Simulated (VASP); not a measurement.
# AlN (P6_3mc) in VASP: notebook, part 2 of 2

VASP 6.6.1. Earlier steps stand in the parts before.

### 4 Single point, LDA

INCAR reads:

```
SYSTEM = AlN
PREC = Accurate
ENCUT = 520
EDIFF = 1E-6
ISMEAR = 0
SIGMA = 0.02
LREAL = .False.
LASPH = .True.
NELM = 100
ALGO = Normal
ISIF = 2
LWAVE = .False.
LCHARG = .True.
LELF = .True.
LVHAR = .True.
NBANDS = 16
```

KPOINTS reads:

```
Automatic mesh
0
Gamma
  9 9 6
  0 0 0
```

POSCAR reads:

```
AlN
1.0
    3.0592956146      0.0000000000      0.0000000000
   -1.5296478073      2.6494277199      0.0000000000
    0.0000000000      0.0000000000      4.9711789546
Al N
2 2
Direct
    0.6666666667      0.3333333333      0.5004023236
    0.3333333333      0.6666666667      1.0004023236
    0.6666666667      0.3333333333      0.8795976764
    0.3333333333      0.6666666667      0.3795976764
```

Potentials or basis: VASP PAW LDA potentials, release 64 (Al, N).

On the command line:

```bash
$ cat potpaw_LDA.64/Al/POTCAR potpaw_LDA.64/N/POTCAR > POTCAR
$ mpirun -np 1 vasp_std > vasp.out
```

OUTCAR:

```text
SYSTEM = AlN
   PREC = Accurate
   ENCUT = 520
   EDIFF = 1E-6
   ISMEAR = 0
   LREAL = .False.
   LASPH = .True.
   NELM = 100
   ISIF = 2

 ion  position               nearest neighbor table
   1  0.667  0.333  0.500-   4 1.87   4 1.87   4 1.87   3 1.89   2 3.05   2 3.05   2 3.05   2 3.05
                             2 3.05   2 3.05
   2  0.333  0.667  0.000-   3 1.87   3 1.87   3 1.87   4 1.89   1 3.05   1 3.05   1 3.05   1 3.05
                             1 3.05   1 3.05
   3  0.667  0.333  0.880-   2 1.87   2 1.87   2 1.87   1 1.89
   4  0.333  0.667  0.380-   1 1.87   1 1.87   1 1.87   2 1.89

  LATTYP: Found a hexagonal cell.
 ALAT       =     3.0592956146
 C/A-ratio  =     1.6249423334

  Lattice vectors:

 A1 = (   3.0592956146,   0.0000000000,   0.0000000000)
 A2 = (  -1.5296478073,   2.6494277199,   0.0000000000)
 A3 = (   0.0000000000,   0.0000000000,   4.9711789546)

Analysis of symmetry for initial positions (statically):
=====================================================================
 Subroutine PRICEL returns:
 Original cell was already a primitive cell.

 Routine SETGRP: Setting up the symmetry group for a
 hexagonal supercell.

 Subroutine GETGRP returns: Found 12 space group operations
 (whereof  6 operations were pure point group operations)
 out of a pool of 24 trial point group operations.

The static configuration has the point symmetry C_3v.
 The point group associated with its full space group is C_6v.

Analysis of symmetry for dynamics (positions and initial velocities):
=====================================================================
 Subroutine PRICEL returns:
 Original cell was already a primitive cell.

 Routine SETGRP: Setting up the symmetry group for a
 hexagonal supercell.

 Subroutine GETGRP returns: Found 12 space group operations
 (whereof  6 operations were pure point group operations)
 out of a pool of 24 trial point group operations.

The dynamic configuration has the point symmetry C_3v.
 The point group associated with its full space group is C_6v.

[... 125 lines left out ...]
  Thomas-Fermi vector in A             =   2.339048
   LORBIT       =      0    0 simple, 1 ext, 2 COOP (PROOUT), +10 PAW based schemes
   GGA     = CA    functional components
   LHFCALC =     F    Hartree Fock is set to
   AEXX    =    0.0000 exact exchange contribution
   IVDW    =     0    specifies the selected vdW correction
   LEPSILON=     F    determine dielectric tensor
   LRPA    =     F    only Hartree local field effects (RPA)
 non-spin polarized calculation
 Gauss-broadening in eV      SIGMA  =   0.02
  energy-cutoff  :      520.00
  volume of cell :       40.29
 maximum number of plane-waves:      1104
 NGX is ok and might be reduce to    24
   NGX = 11   NGY = 11   NGZ = 19

 number of electron      15.9999996 magnetization

 Free energy of the ion-electron system (eV)
  ---------------------------------------------------
  ext. energy  EPLUGINS =         0.00000000
  ---------------------------------------------------
  free energy    TOTEN  =       -32.82716640 eV

  energy without entropy =      -32.82716640  energy(sigma->0) =      -32.82716640

 E-fermi :   6.3309     XC(G=0): -11.4033

 val. band max:        6.1486966519   @ k =   0.0000   0.0000   0.0000
 cond. band min:      10.7733543682   @ k =   0.0000   0.0000   0.0000
 fundamental gap:      4.6246577163
 Fermi energy:         6.3308958585

 k-point     1 :       0.0000    0.0000    0.0000
  band No.  band energies     occupation
      1      -9.0072      2.00000
      2      -6.7368      2.00000
      3      -0.0271      2.00000
      4       5.4349      2.00000
      5       5.4349      2.00000
      6       6.0563      2.00000
[... 433 lines left out ...]
      3       1.3505      2.00000
      4       1.9724      2.00000
      5       1.9724      2.00000
      6       3.3859      2.00000
[... 8 lines left out ...]
     15      19.4543      0.00000
     16      21.6550      0.00000

 [... further k-points ...]

------------------------ aborting loop because EDIFF is reached ----------------------------------------

  FORCE on cell =-STRESS in cart. coord.  units (eV):
  Direction    XX          YY          ZZ          XY          YZ          ZX
  --------------------------------------------------------------------------------------
  -------------------------------------------------------------------------------------
  Total        1.3520086      1.3520086      0.1496986      0.0000000      0.0000000      0.0000000
  in kB       53.7597343     53.7597343      5.9524450      0.0000000      0.0000000      0.0000000
  external PRESSURE =      37.8239712 kB  Pullay stress =       0.0000000 kB

 VOLUME and BASIS-vectors are now :
 -----------------------------------------------------------------------------
  energy-cutoff  :      520.00
  volume of cell :       40.29
      direct lattice vectors                 reciprocal lattice vectors
     3.059295615  0.000000000  0.000000000     0.326872629  0.188720000  0.000000000
    -1.529647807  2.649427720  0.000000000     0.000000000  0.377440001  0.000000000
     0.000000000  0.000000000  4.971178955     0.000000000  0.000000000  0.201159526

 POSITION                                       TOTAL-FORCE (eV/Angst)
 -----------------------------------------------------------------------------------
      1.52965      0.88314      2.48759        -0.000000      0.000000      0.005527
     -0.00000      1.76629      0.00200        -0.000000     -0.000000      0.005527
      1.52965      0.88314      4.37264         0.000000      0.000000     -0.005527
     -0.00000      1.76629      1.88705         0.000000      0.000000     -0.005527
 -----------------------------------------------------------------------------------
    total drift:                               -0.000000     -0.000000     -0.000495

  FREE ENERGIE OF THE ION-ELECTRON SYSTEM (eV)
  ---------------------------------------------------
  free  energy   TOTEN  =       -32.8271663952 eV

  energy  without entropy=      -32.8271663952  energy(sigma->0) =      -32.82716640
```

Run time: 24 s. Hardware: 1 thread of Intel Xeon 8259CL, shared host; peak memory 0.15 GiB.

Results:

| Item | Value |
| --- | --- |
| Free energy | -32.8272 eV |
| Pressure | 3.8 GPa |
| Largest force | 0.006 eV/Å |
| Band gap on the k mesh | 4.62 eV |

Forces in eV/Å, atoms in the order of the input:
```
Al   0.000  0.000  0.006
Al   0.000  0.000  0.006
N    0.000  0.000 -0.006
N    0.000  0.000 -0.006
```

Levels at points of the mesh, in eV from the valence-band top:
```
           k point  band 4  band 5  band 6  band 7  band 8  band 9  band 10  band 11  band 12  band 13
(0.00, 0.00, 0.00)   -0.71   -0.71   -0.09   -0.09    0.00    4.62     7.09    10.76    11.45    11.45
(0.00, 0.00, 0.50)   -3.39   -0.41   -0.41   -0.41   -0.41    6.87     6.87    10.46    10.46    11.77
```

Caveat: the cell stands under pressure.
